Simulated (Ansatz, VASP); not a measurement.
Sn: VASP beside Ansatz

```
Sn
1.0
     0.00000    3.28831    3.28831
     3.28831    0.00000    3.28831
     3.28831    3.28831    0.00000
Sn
2
Direct
  0.50000 0.50000 0.50000
  0.75000 0.75000 0.75000
```

Change from the starting cell: volume scaled by 1.04.

Alike in both runs: task single point; functional PBE; k mesh 9 × 9 × 9; occupations fermi-dirac, width 0.03 eV; no spin polarisation.

|  | VASP | Ansatz |
| --- | --- | --- |
| version | VASP 6.6.1 | Ansatz 0.2.0 |
| potentials or method | VASP PAW PBE potentials, release 64 (Sn_d), cutoff 520 eV | all-electron LAPW, scalar-relativistic |

Ansatz gave:

| Item | Value |
| --- | --- |
| pressure (GPa) | 1.4 |

Q: Which values does VASP return?

A: Pressure (GPa): 1.3.

Ansatz ran all-electron here, and VASP with PAW potentials.
